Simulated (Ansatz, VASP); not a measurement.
**One calculation of Ta2PbO3, two programs**

Contents of INCAR:

```
SYSTEM = Ta2PbO3
  PREC = Accurate
  ENCUT = 600
  EDIFF = 1E-7
  ISMEAR = 0
  SIGMA = 0.2
  LREAL = .FALSE.
  LASPH = .TRUE.
  NELM = 80
  ALGO = Normal
  ISIF = 3
  LWAVE = .FALSE.
  LCHARG = .FALSE.
  GGA = PE
  IBRION = 2
  NSW = 36
  EDIFFG = -0.08
```

File KPOINTS:

```
Automatic mesh
0
G
  5 5 3
  0 0 0
```

The input POSCAR:

```
Ta2PbO3
1.0
    4.1710592600      0.0000000000      0.0000000000
   -2.0855296300      3.6122432800      0.0000000000
    0.0000000000      0.0000000000      6.6897585400
Ta Pb O
2 1 3
Direct
    0.6666666700      0.3333333300      0.7428062000
    0.3333333300      0.6666666700      0.2571938000
    0.0000000000      0.0000000000      0.0000000000
    0.6666666700      0.3333333300      0.3540048300
    0.3333333300      0.6666666700      0.6459951700
    0.0000000000      0.0000000000      0.5000000000
```

Input for Ansatz:

```yaml
crystal:
  lattice:
    - [4.17105926, 0.0, 0.0]
    - [-2.08552963, 3.61224328, 0.0]
    - [0.0, 0.0, 6.68975854]
  atoms:
    - { symbol: Ta, position: [0.66666667, 0.33333333, 0.7428062] }
    - { symbol: Ta, position: [0.33333333, 0.66666667, 0.2571938] }
    - { symbol: Pb, position: [0.0, 0.0, 0.0] }
    - { symbol: O, position: [0.66666667, 0.33333333, 0.35400483] }
    - { symbol: O, position: [0.33333333, 0.66666667, 0.64599517] }
    - { symbol: O, position: [0.0, 0.0, 0.5] }
basis:
  ecutwfc: 420
kpoints:
  mp_grid: { grid: [5, 5, 3] }
hamiltonian:
  xc: pbe
scf:
  occupations: { method: gaussian, width: 0.2 }
  lower_state_search: "off"
output:
  forces: true
  stress: true
  eigenvalues: true
relax:
  adjacent_minimum: "off"
  f_tol: 0.08
  max_steps: 16
  cell: { stress_tol: 0.8 }
```

Change from the starting cell: species swapped into the Li3PrSb2 type (P-3m1, No. 164).

Alike in both runs: task relaxation of cell and atoms; functional PBE; k mesh 5 × 5 × 3; occupations gaussian, width 0.2 eV; no spin polarisation.

|  | VASP | Ansatz |
| --- | --- | --- |
| version | VASP 6.6.1 | Ansatz 0.2.0 |
| potentials or method | VASP PAW PBE potentials, release 64 (Ta_pv, Pb_d, O), cutoff 600 eV | scalar-relativistic, plane waves, PAW |
| valence electrons in the cell | 54 | 58 |

VASP gave:

```
gap on the k mesh at the Fermi level, each at its own relaxed structure (eV) : 0.28
relaxed volume (Å³/atom)                                                     : 14.69
relaxed cell length with the largest relative difference (Å)                 : 7.619
```

What did Ansatz give for the same quantities?

gap on the k mesh at the Fermi level, each at its own relaxed structure (eV): 0.27; relaxed volume (Å³/atom): 14.65; relaxed cell length with the largest relative difference (Å): 7.643.

VASP's potentials hold 54 valence electrons a cell and Ansatz's 58, so a difference there can come from the potentials and not from the codes.

Neither program's run includes spin-orbit coupling.
